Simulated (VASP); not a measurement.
Here is a VASP 6.6.1 calculation.

INCAR

```
SYSTEM = AlN
ALGO     = Normal         ! electronic algorithm
EDIFF    = 1E-6           ! SCF threshold, eV
ENCUT    = 520            ! plane-wave cutoff, eV
GGA      = CA             ! functional
ISIF     = 2              ! what is computed and relaxed
ISMEAR   = 0              ! smearing method
LASPH    = .True.         ! aspherical terms in the spheres
LCHARG   = .True.         ! write CHGCAR
LELF     = .True.         ! ELF
LREAL    = .False.        ! projectors in reciprocal space
LVHAR    = .True.       
LWAVE    = .False.        ! write WAVECAR
NBANDS   = 16             ! bands
NELM     = 100            ! most SCF steps
PREC     = Accurate       ! precision mode
SIGMA    = 0.01           ! smearing width, eV
```

The input KPOINTS:

```
k-points
0
Gamma
  6 6 4
  0 0 0
```

File POSCAR:

```
AlN
1.0
    3.2596595960      0.0000000000      0.0000000000
   -1.6298297980      2.8229480178      0.0000000000
    0.0000000000      0.0000000000      4.0712514172
Al N
2 2
Direct
    0.3333333333      0.6666666667      0.7500000000
    0.6666666667      0.3333333333      0.2500000000
    0.3333333333      0.6666666667      0.2500000000
    0.6666666667      0.3333333333      0.7500000000
```

Potentials or basis: VASP PAW LDA potentials, release 64 (Al, N).

Command:

```sh
$ cat potpaw_LDA.64/Al/POTCAR potpaw_LDA.64/N/POTCAR > POTCAR
$ mpirun -np 1 vasp_std > vasp.out
```

(1) Predict the pressure.

(2) Estimate the band gap on the k mesh.

Results:

(1) 4.7 GPa.

(2) 3.76 eV, direct.
